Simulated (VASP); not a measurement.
Runs of VASP 6.6.1 on Pt. The structure is that of space group P6_3/mmc (No. 194), or close to it. The cells are those of the table. 

| task | cell | cutoff (eV) | gap on the mesh (eV) | pressure (GPa) |
| --- | --- | --- | --- | --- |
| single point | a = 2.729, b = 2.729, c = 4.741 Å, angles 90.0, 90.0, 120.0°, 2 atoms | 520 | none | 2.7 |
| single point | a = 2.723, b = 2.723, c = 4.726 Å, angles 90.0, 90.0, 120.0°, 2 atoms | 520 | none | (a) |
| single point | a = 2.734, b = 2.734, c = 4.757 Å, angles 90.0, 90.0, 120.0°, 2 atoms | 520 | none | 0.6 |
| relaxation of cell and atoms | relaxed from a = 2.761, b = 2.761, c = 4.792 Å, angles 90.0, 90.0, 120.0°, 2 atoms | 600 | none | 0.0 |
| relaxation of cell and atoms | relaxed to 2 GPa from a = 2.761, b = 2.761, c = 4.792 Å, angles 90.0, 90.0, 120.0°, 2 atoms | 600 | none | 2.0 |

Alike in all rows: level r2SCAN; potentials or basis VASP PAW PBE potentials, release 64 (Pt); no spin polarisation; k mesh 14 × 14 × 7; smearing methfessel-paxton 0.1 eV.

Problem. Estimate the missing entries.

Solution. (a) 4.8.

Caveats: the PAW data sets were made with another functional, which shifts forces and pressure a little; spin-orbit coupling is left out, which moves the levels of the heavy elements; the cell is relaxed towards a set pressure, so the enthalpy falls and the energy may rise (some runs).

A k mesh can miss the band edges, and the runs leave out spin-orbit coupling on Pt.

A gap of «none» marks levels without a gap at the run's occupations.
